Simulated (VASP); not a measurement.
A run of VASP 6.6.1 is set up as follows.

File INCAR:

```
ALGO = Normal ; EDIFF = 1E-6
ENCUT = 520 ; GGA = PE
ISIF = 2 ; ISMEAR = 0
LASPH = T ; LCHARG = F
LREAL = F ; LWAVE = F
NBANDS = 11 ; NELM = 80
PREC = Accurate ; SIGMA = 0.01
```

File KPOINTS:

```
k-points
0
Gamma
  7 7 7
```

The input POSCAR:

```
SiC
1.0
    0.0000000000      2.1790000000      2.1790000000
    2.1790000000      0.0000000000      2.1790000000
    2.1790000000      2.1790000000      0.0000000000
Si C
1 1
Direct
    0.0000000000      0.0000000000      0.0000000000
    0.2500000000      0.2500000000      0.2500000000
```

Potentials or basis: VASP PAW PBE potentials, release 64 (Si, C).

Command:

```console
$ cat potpaw_PBE.64/Si/POTCAR potpaw_PBE.64/C/POTCAR > POTCAR
$ mpirun -np 1 vasp_std > vasp.out
```

Task: What does it give for the pressure?

Result: 3.2 GPa.

Task: What does it give for the band gap on the k mesh?

Result: 1.59 eV, indirect (least direct gap 4.67 eV).

A k mesh can miss the band edges. Expect the measured gap to be larger: semilocal functionals such as PBE lack the derivative discontinuity.
